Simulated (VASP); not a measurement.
# HfB (Fm-3m) in VASP: further runs

HfB is run at these levels: LDA; tasks: single point.

All numbers are computed with VASP 6.6.1; they aren't measurements. Logs are shortened: lines on timing, memory, paths and dates and some standing lists are left out, and cuts for length are marked.

**1. The cell of the first run**

It takes space group Fm-3m (No. 225, cubic). The conventional cell has a = 4.681 Å, b = 4.681 Å, c = 4.681 Å, α = 90.00°, β = 90.00°, γ = 90.00°. Within 3.1 Å of Hf (site symmetry m-3m) lie 6 B at 2.34 Å. B (site symmetry m-3m) has 6 Hf at 2.34 Å within 3.1 Å.

**2. Single point, LDA (12.82 Å³/atom)**

Input file INCAR:

```
PREC = Accurate
ENCUT = 520
EDIFF = 1E-6
ISMEAR = -1
SIGMA = 0.05
LREAL = F
LASPH = T
NELM = 80
ALGO = Normal
ISIF = 2
LWAVE = F
LCHARG = F
GGA = CA
NBANDS = 14
```

Input file KPOINTS:

```
Automatic mesh
0
Gamma
  15 15 15
```

Input file POSCAR:

```
HfB
1.0
    0.0000000000      2.3403982228      2.3403982228
    2.3403982228      0.0000000000      2.3403982228
    2.3403982228      2.3403982228      0.0000000000
Hf B
1 1
Direct
    0.5000000000      0.5000000000      0.5000000000
    0.0000000000      0.0000000000      0.0000000000
```

Potentials or basis: VASP PAW LDA potentials, release 64 (Hf_pv, B).

The run is started by

```bash
$ cat potpaw_LDA.64/Hf_pv/POTCAR potpaw_LDA.64/B/POTCAR > POTCAR
$ mpirun -np 1 vasp_std > vasp.out
```

OUTCAR:

```text
PREC = Accurate
   ENCUT = 520
   EDIFF = 1E-6
   ISMEAR = -1
   LREAL = F
   LASPH = T
   NELM = 80
   ISIF = 2
   GGA = CA

 ion  position               nearest neighbor table
   1  0.500  0.500  0.500-   2 2.34   2 2.34   2 2.34   2 2.34   2 2.34   2 2.34
   2  0.000  0.000  0.000-   1 2.34   1 2.34   1 2.34   1 2.34   1 2.34   1 2.34

  LATTYP: Found a face centered cubic cell.
 ALAT       =     4.6807964456

  Lattice vectors:

 A1 = (   0.0000000000,   2.3403982228,   2.3403982228)
 A2 = (   2.3403982228,   0.0000000000,   2.3403982228)
 A3 = (   2.3403982228,   2.3403982228,   0.0000000000)

Analysis of symmetry for initial positions (statically):
=====================================================================
 Subroutine PRICEL returns:
 Original cell was already a primitive cell.

 Routine SETGRP: Setting up the symmetry group for a
 face centered cubic supercell.

 Subroutine GETGRP returns: Found 48 space group operations
 (whereof 48 operations were pure point group operations)
 out of a pool of 48 trial point group operations.

The static configuration has the point symmetry O_h .

Analysis of symmetry for dynamics (positions and initial velocities):
=====================================================================
 Subroutine PRICEL returns:
 Original cell was already a primitive cell.

 Routine SETGRP: Setting up the symmetry group for a
 face centered cubic supercell.

 Subroutine GETGRP returns: Found 48 space group operations
 (whereof 48 operations were pure point group operations)
 out of a pool of 48 trial point group operations.

The dynamic configuration has the point symmetry O_h .

 Subroutine INISYM returns: Found 48 space group operations
 (whereof 48 operations are pure point group operations),
 and found     1 'primitive' translations

----------------------------------------------------------------------------------------

                                     Primitive cell

  volume of cell :      25.6389

  direct lattice vectors                    reciprocal lattice vectors
     0.000000000  2.340398223  2.340398223    -0.213638856  0.213638856  0.213638856
     2.340398223  0.000000000  2.340398223     0.213638856 -0.213638856  0.213638856
     2.340398223  2.340398223  0.000000000     0.213638856  0.213638856 -0.213638856

  length of vectors
     3.309822908  3.309822908  3.309822908     0.370033354  0.370033354  0.370033354

  position of ions in fractional coordinates (direct lattice)
     0.500000000  0.500000000  0.500000000
     0.000000000  0.000000000  0.000000000

  ion indices of the primitive-cell ions
   primitive index   ion index
                 1           1
                 2           2

----------------------------------------------------------------------------------------

 KPOINTS: Automatic mesh

Automatic generation of k-mesh.
 Grid dimensions read from file:
 generate k-points for:   15   15   15

 Generating k-lattice:

  Cartesian coordinates                     Fractional coordinates (reciprocal lattice)
    -0.014242590  0.014242590  0.014242590     0.066666667  0.000000000  0.000000000
     0.014242590 -0.014242590  0.014242590     0.000000000  0.066666667  0.000000000
     0.014242590  0.014242590 -0.014242590     0.000000000  0.000000000  0.066666667

  Length of vectors
     0.024668890  0.024668890  0.024668890

  Shift w.r.t. Gamma in fractional coordinates (k-lattice)
     0.000000000  0.000000000  0.000000000

 Subroutine IBZKPT returns following result:
 ===========================================

 Found    120 irreducible k-points:

 Following reciprocal coordinates:
            Coordinates               Weight
  0.000000  0.000000  0.000000      1.000000
  0.066667  0.000000  0.000000      8.000000
  0.133333  0.000000  0.000000      8.000000
  0.200000  0.000000  0.000000      8.000000
  0.266667  0.000000  0.000000      8.000000
  0.333333  0.000000  0.000000      8.000000
[... 16 lines left out ...]
  0.133333  0.133333  0.000000      6.000000
  0.200000  0.133333  0.000000     24.000000
 [... further k-points ...]
   k-points           NKPTS =    120   k-points in BZ     NKDIM =    120   number of bands    NBANDS=     14
   number of dos      NEDOS =    301   number of ions     NIONS =      2
   total plane-waves  NPLWV =  21952
   dimension x,y,z NGX =    28 NGY =   28 NGZ =   28
   dimension x,y,z NGXF=    56 NGYF=   56 NGZF=   56
   ions per type =               1   1
   NGX,Y,Z   is equivalent  to a cutoff of  14.06, 14.06, 14.06 a.u.
   NGXF,Y,Z  is equivalent  to a cutoff of  28.13, 28.13, 28.13 a.u.
 SYSTEM =  unknown system
   PREC   = accura    normal or accurate (medium, high low for compatibility)
   ISTART =      0    job   : 0-new  1-cont  2-samecut
   ICHARG =      2    charge: 1-file 2-atom 10-const
   ISPIN  =      1    spin polarized calculation?
   LNONCOLLINEAR =      F non collinear calculations
   LSORBIT =      F    spin-orbit coupling
   LASPH  =      T    aspherical Exc in radial PAW
   ENCUT  =  520.0 eV  38.22 Ry    6.18 a.u.   6.15  6.15  6.15*2*pi/ulx,y,z
   NELM   =     80;   NELMIN=  2; NELMDL= -5     # of ELM steps
   EDIFF  = 0.1E-05   stopping-criterion for ELM
   LREAL  =      F    real-space projection
   EDIFFG = 0.1E-04   stopping-criterion for IOM
   NSW    =      0    number of steps for IOM
   IBRION =     -1    ionic relax: 0-MD 1-quasi-New 2-CG
   NFREE  =      0    steps in history (QN), initial steepest desc. (CG)
   ISIF   =      2    stress and relaxation
   ISYM   =      2    0-nonsym 1-usesym 2-fastsym
   POTIM  = 0.5000    time-step for ionic-motion
   TEBEG  =    0.0;   TEEND  =   0.0 temperature during run
   PSTRESS=    0.0 pullay stress
   NELECT =      13.0000    total number of electrons
   NUPDOWN=      -1.0000    fix difference up-down
   EMIN   =  10.00;   EMAX   =-10.00  energy-range for DOS
   EFERMI =   0.00;   METHOD = LEGACY
   ISMEAR =    -1;   SIGMA  =   0.05  broadening in eV -4-tet -1-fermi 0-gaus
   EFERMI_NEDOS =   21; number of points for ismear=-14 and -15
   IALGO  =     38    algorithm
   IMIX   =      4    mixing-type and parameters
     AMIX     =   0.40;   BMIX     =  1.00
     AMIX_MAG =   1.60;   BMIX_MAG =  1.00
  volume/ion in A,a.u.               =      12.82        86.51
  Fermi-wavevector in a.u.,A,eV,Ry     =   1.305438  2.466920 23.186612  1.704168
  Thomas-Fermi vector in A             =   2.436307
   LORBIT       =      0    0 simple, 1 ext, 2 COOP (PROOUT), +10 PAW based schemes
   GGA     = CA    functional components
   LHFCALC =     F    Hartree Fock is set to
   AEXX    =    0.0000 exact exchange contribution
   IVDW    =     0    specifies the selected vdW correction
   LEPSILON=     F    determine dielectric tensor
   LRPA    =     F    only Hartree local field effects (RPA)
 non-spin polarized calculation
  energy-cutoff  :      520.00
  volume of cell :       25.64
 maximum number of plane-waves:       701
 NGX is ok and might be reduce to    28
   NGX = 13   NGY = 13   NGZ = 13

 number of electron      13.0000001 magnetization

 Free energy of the ion-electron system (eV)
  ---------------------------------------------------
  ext. energy  EPLUGINS =         0.00000000
  ---------------------------------------------------
  free energy    TOTEN  =       -18.96883011 eV

  energy without entropy =      -18.96081924  energy(sigma->0) =      -18.96482468

 E-fermi :   4.8485     XC(G=0): -12.2692

 val. band max:        4.8251978487   @ k =  -0.1333   0.2000   0.0667
 cond. band min:       4.8604812902   @ k =   0.4000   0.2667   0.1333
 fundamental gap:      0.0352834416
 Fermi energy:         4.8484710311

 k-point     1 :       0.0000    0.0000    0.0000
  band No.  band energies     occupation
      1     -23.5372      2.00000
      2     -23.5372      2.00000
      3     -23.5372      2.00000
      4      -4.4798      2.00000
      5       6.9081      0.00000
      6       6.9081      0.00000
      7       6.9081      0.00000
      8       8.6855      0.00000
      9       8.6855      0.00000
     10       8.6855      0.00000
     11       8.8424      0.00000
     12       8.8424      0.00000
     13      16.4387      0.00000
     14      17.3507      0.00000

 k-point     2 :       0.0667    0.0000    0.0000
  band No.  band energies     occupation
      1     -23.5669      2.00000
      2     -23.5402      2.00000
      3     -23.5402      2.00000
      4      -4.3562      2.00000
      5       6.4751      0.00000
      6       6.8292      0.00000
      7       6.8292      0.00000
      8       7.7770      0.00000
      9       7.7770      0.00000
     10       8.9189      0.00000
     11      10.0765      0.00000
     12      10.0765      0.00000
     13      16.7526      0.00000
     14      17.4936      0.00000

 k-point     3 :       0.1333    0.0000    0.0000
  band No.  band energies     occupation
      1     -23.6499      2.00000
      2     -23.5489      2.00000
      3     -23.5489      2.00000
      4      -3.9962      2.00000
      5       5.5896      0.00000
      6       6.1806      0.00000
      7       6.1806      0.00000
      8       7.7002      0.00000
      9       7.7002      0.00000
     10       9.2750      0.00000
     11      11.5304      0.00000
     12      11.5304      0.00000
     13      17.6143      0.00000
     14      17.8557      0.00000

 k-point     4 :       0.2000    0.0000    0.0000
  band No.  band energies     occupation
      1     -23.7696      2.00000
      2     -23.5616      2.00000
      3     -23.5616      2.00000
      4      -3.4309      2.00000
      5       4.6005      1.98606
      6       5.3484      0.00009
      7       5.3484      0.00009
      8       8.1604      0.00000
      9       8.1604      0.00000
     10       9.5763      0.00000
     11      13.0749      0.00000
     12      13.0749      0.00000
     13      18.0903      0.00000
     14      18.8006      0.00000

 k-point     5 :       0.2667    0.0000    0.0000
  band No.  band energies     occupation
      1     -23.9037      2.00000
      2     -23.5761      2.00000
      3     -23.5761      2.00000
      4      -2.7071      2.00000
      5       3.6215      2.00000
      6       4.6368      1.97140
      7       4.6368      1.97140
      8       8.8353      0.00000
      9       8.8353      0.00000
     10       9.8949      0.00000
     11      14.6507      0.00000
[... 276 lines left out ...]
 k-point    22 :      -0.0667    0.0667    0.0000
  band No.  band energies     occupation
      1     -23.6074      2.00000
      2     -23.5576      2.00000
      3     -23.5397      2.00000
      4      -4.1543      2.00000
      5       6.1262      0.00000
      6       6.2067      0.00000
      7       6.6169      0.00000
      8       7.0903      0.00000
      9       8.2034      0.00000
     10       9.3145      0.00000
     11      10.2804      0.00000
     12      11.4203      0.00000
     13      17.2486      0.00000
     14      17.7172      0.00000

 k-point    23 :       0.1333    0.1333    0.0000
  band No.  band energies     occupation
      1     -23.6417      2.00000
      2     -23.5757      2.00000
      3     -23.5757      2.00000
      4      -3.8454      2.00000
      5       5.1655      0.00352
      6       6.1680      0.00000
      7       6.4302      0.00000
      8       6.4302      0.00000
      9       9.1084      0.00000
     10      10.0162      0.00000
     11      10.0162      0.00000
     12      12.6365      0.00000
     13      17.9837      0.00000
     14      18.1748      0.00000

 k-point    24 :       0.2000    0.1333    0.0000
  band No.  band energies     occupation
      1     -23.7197      2.00000
      2     -23.5946      2.00000
      3     -23.5875      2.00000
      4      -3.4421      2.00000
      5       4.3859      1.99981
      6       5.4878      0.00001
      7       6.1413      0.00000
      8       6.7293      0.00000
      9       9.1230      0.00000
     10      10.4501      0.00000
     11      11.0306      0.00000
     12      13.6673      0.00000
     13      18.6016      0.00000
     14      18.8533      0.00000

 [... further k-points ...]

------------------------ aborting loop because EDIFF is reached ----------------------------------------

  FORCE on cell =-STRESS in cart. coord.  units (eV):
  Direction    XX          YY          ZZ          XY          YZ          ZX
  --------------------------------------------------------------------------------------
  -------------------------------------------------------------------------------------
  Total        1.6360158      1.6360158      1.6360158     -0.0000000      0.0000000     -0.0000000
  in kB      102.2348139    102.2348139    102.2348139     -0.0000000      0.0000000     -0.0000000
  external PRESSURE =     102.2348139 kB  Pullay stress =       0.0000000 kB

 VOLUME and BASIS-vectors are now :
 -----------------------------------------------------------------------------
  energy-cutoff  :      520.00
  volume of cell :       25.64
      direct lattice vectors                 reciprocal lattice vectors
     0.000000000  2.340398223  2.340398223    -0.213638856  0.213638856  0.213638856
     2.340398223  0.000000000  2.340398223     0.213638856 -0.213638856  0.213638856
     2.340398223  2.340398223  0.000000000     0.213638856  0.213638856 -0.213638856

 POSITION                                       TOTAL-FORCE (eV/Angst)
 -----------------------------------------------------------------------------------
      2.34040      2.34040      2.34040        -0.000000     -0.000000     -0.000000
      0.00000      0.00000      0.00000         0.000000      0.000000      0.000000
 -----------------------------------------------------------------------------------
    total drift:                                0.000000      0.000000      0.000000

  FREE ENERGIE OF THE ION-ELECTRON SYSTEM (eV)
  ---------------------------------------------------
  free  energy   TOTEN  =       -18.9688301114 eV

  energy  without entropy=      -18.9608192391  energy(sigma->0) =      -18.96482468
```

Run time: 69 s. Hardware: 1 thread of Intel Xeon 8259CL, shared host; peak memory 0.18 GiB.

What came out:

```yaml
Free_energy: -18.9688 eV
Pressure: 10.2 GPa
Band_gap_on_the_k_mesh: zero (an odd number of electrons rules out a gap without spin polarisation)
```

Caveat: the cell stands under pressure; spin-orbit coupling is left out, which moves the levels of the heavy elements.

**3. Single point, LDA (13.07 Å³/atom)**

This run uses another cell than the first one, of 13.07 Å³/atom.

Input file INCAR:

```
SYSTEM = HfB
ALGO = Normal ; EDIFF = 1E-6
ENCUT = 520 ; GGA = CA
ISIF = 2 ; ISMEAR = -1
LASPH = .True. ; LCHARG = .False.
LREAL = .False. ; LWAVE = .False.
NBANDS = 14 ; NELM = 80
PREC = Accurate ; SIGMA = 0.05
```

Input file KPOINTS:

```
k-points
0
Gamma
  15 15 15
  0 0 0
```

Input file POSCAR:

```
HfB
1.0
    0.0000000000      2.3553056198      2.3553056198
    2.3553056198      0.0000000000      2.3553056198
    2.3553056198      2.3553056198      0.0000000000
Hf B
1 1
Direct
    0.5000000000      0.5000000000      0.5000000000
    0.0000000000      0.0000000000      0.0000000000
```

Potentials or basis: VASP PAW LDA potentials, release 64 (Hf_pv, B).

The run is started by

```bash
$ cat potpaw_LDA.64/Hf_pv/POTCAR potpaw_LDA.64/B/POTCAR > POTCAR
$ mpirun -np 1 vasp_std > vasp.out
```

OUTCAR:

```text
SYSTEM = HfB
   EDIFF = 1E-6
   ENCUT = 520
   GGA = CA
   ISIF = 2
   ISMEAR = -1
   LASPH = .True.
   LREAL = .False.
   NELM = 80
   PREC = Accurate

 ion  position               nearest neighbor table
   1  0.500  0.500  0.500-   2 2.36   2 2.36   2 2.36   2 2.36   2 2.36   2 2.36
   2  0.000  0.000  0.000-   1 2.36   1 2.36   1 2.36   1 2.36   1 2.36   1 2.36

  LATTYP: Found a face centered cubic cell.
 ALAT       =     4.7106112396

  Lattice vectors:

 A1 = (   0.0000000000,   2.3553056198,   2.3553056198)
 A2 = (   2.3553056198,   0.0000000000,   2.3553056198)
 A3 = (   2.3553056198,   2.3553056198,   0.0000000000)

Analysis of symmetry for initial positions (statically):
=====================================================================
 Subroutine PRICEL returns:
 Original cell was already a primitive cell.

 Routine SETGRP: Setting up the symmetry group for a
 face centered cubic supercell.

 Subroutine GETGRP returns: Found 48 space group operations
 (whereof 48 operations were pure point group operations)
 out of a pool of 48 trial point group operations.

The static configuration has the point symmetry O_h .

[... 174 lines left out ...]
      6       6.7638      0.00000
      7       6.7638      0.00000
      8       8.5083      0.00000
      9       8.5083      0.00000
     10       8.5083      0.00000
     11       8.6470      0.00000
     12       8.6470      0.00000
     13      16.2425      0.00000
     14      16.9410      0.00000
[... 377 lines left out ...]
      1     -23.9293      2.00000
      2     -23.8131      2.00000
      3     -23.8066      2.00000
      4      -3.5282      2.00000
      5       4.2733      1.99977
      6       5.3673      0.00001
      7       5.9997      0.00000
      8       6.5836      0.00000
      9       8.9237      0.00000
     10      10.2352      0.00000
     11      10.8032      0.00000
     12      13.3634      0.00000
     13      18.2252      0.00000
     14      18.6047      0.00000

 [... further k-points ...]

------------------------ aborting loop because EDIFF is reached ----------------------------------------

  FORCE on cell =-STRESS in cart. coord.  units (eV):
  Direction    XX          YY          ZZ          XY          YZ          ZX
  --------------------------------------------------------------------------------------
  -------------------------------------------------------------------------------------
  Total        0.9750384      0.9750384      0.9750384     -0.0000000      0.0000000     -0.0000000
  in kB       59.7806308     59.7806308     59.7806308     -0.0000000      0.0000000     -0.0000000
  external PRESSURE =      59.7806308 kB  Pullay stress =       0.0000000 kB

 VOLUME and BASIS-vectors are now :
 -----------------------------------------------------------------------------
  energy-cutoff  :      520.00
  volume of cell :       26.13
      direct lattice vectors                 reciprocal lattice vectors
     0.000000000  2.355305620  2.355305620    -0.212286676  0.212286676  0.212286676
     2.355305620  0.000000000  2.355305620     0.212286676 -0.212286676  0.212286676
     2.355305620  2.355305620  0.000000000     0.212286676  0.212286676 -0.212286676

 POSITION                                       TOTAL-FORCE (eV/Angst)
 -----------------------------------------------------------------------------------
      2.35531      2.35531      2.35531        -0.000000      0.000000      0.000000
      0.00000      0.00000      0.00000         0.000000     -0.000000     -0.000000
 -----------------------------------------------------------------------------------
    total drift:                                0.000000      0.000000      0.000000

  FREE ENERGIE OF THE ION-ELECTRON SYSTEM (eV)
  ---------------------------------------------------
  free  energy   TOTEN  =       -18.9939986487 eV

  energy  without entropy=      -18.9859126486  energy(sigma->0) =      -18.98995565
```

Wall time 68 s (1 thread of Intel Xeon 8259CL, shared host); peak memory 0.17 GiB.

What came out:

```
Free energy            : -18.9940 eV
Pressure               : 6.0 GPa
Band gap on the k mesh : zero (an odd number of electrons rules out a gap without spin polarisation)
```

Caveat: the cell stands under pressure; spin-orbit coupling is left out, which moves the levels of the heavy elements.
